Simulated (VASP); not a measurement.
Here is a VASP 6.6.1 calculation.

The input INCAR:

```
PREC = Accurate ; ENCUT = 520
EDIFF = 1E-7 ; ISMEAR = 0
SIGMA = 0.1 ; LREAL = False
LASPH = True ; NELM = 60
ALGO = Normal ; ISIF = 2
LWAVE = False ; LCHARG = True
GGA = PE ; LELF = True
LVHAR = True ; NBANDS = 37
```

The input KPOINTS:

```
Automatic mesh
0
Gamma
  6 6 6
```

POSCAR

```
ZnSe7
1.0
    5.5923253867      0.0000000000      0.0000000000
    0.0000000000      5.5923253867      0.0000000000
    0.0000000000      0.0000000000      5.5923253867
Zn Se
1 7
Direct
    0.5000000000      0.5000000000      0.5000000000
    0.0000000000      0.5000000000      0.5000000000
    0.5000000000      0.0000000000      0.5000000000
    0.5000000000      0.5000000000      0.0000000000
    0.0000000000      0.0000000000      0.0000000000
    0.5000000000      0.0000000000      0.0000000000
    0.0000000000      0.5000000000      0.0000000000
    0.0000000000      0.0000000000      0.5000000000
```

Potentials or basis: VASP PAW PBE potentials, release 64 (Zn, Se).

The run is started by

```sh
$ cat potpaw_PBE.64/Zn/POTCAR potpaw_PBE.64/Se/POTCAR > POTCAR
$ mpirun -np 1 vasp_std > vasp.out
```

Task: Estimate the band gap on the k mesh.

Result: Zero (bands 27 and 28 overlap by 3.84 eV).

Task: What does it give for the pressure?

Result: 0.0 GPa.
